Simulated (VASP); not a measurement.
HfC: single point with PBE

Crystal: HfC.

```xyz
2
Lattice="0.0000 2.3094 2.3094 2.3094 0.0000 2.3094 2.3094 2.3094 0.0000" Properties=species:S:1:pos:R:3 pbc="T T T"
Hf    2.3094    2.3094    2.3094
C     0.0000    0.0000    0.0000
```

This cell differs from its parent crystal: volume scaled by 0.98.

- Program: VASP 6.6.1
- Task: single point
- Functional: PBE
- Potentials or basis: VASP PAW PBE potentials, release 64 (Hf_pv, C)
- Cutoff: 520 eV
- k mesh: 10 × 10 × 10
- Occupations: gaussian, width 0.1 eV
- Spin: collinear spin, ferromagnetic start
- Starting moments: [1.0, 0.0] μB
- Fixed moment: 1 μB
- Dipole correction: no
- Further INCAR settings: ALGO = Normal; EDIFF = 1e-07; NBANDS = 18

| Property | Result |
| --- | --- |
| Pressure | 9.1 GPa |
| Net moment | 1.00 μB per cell |
| Site moments | Hf +0.38; C +0.28 μB |
| Valence electrons inside the program's atomic spheres | Hf 8.67; C 2.39 |

It took 34 s on 1 thread of AMD EPYC 9R45 (Zen 5) (shared host), peak memory 0.13 GiB.

Caveat: the total moment is fixed, so each spin has its own Fermi level.
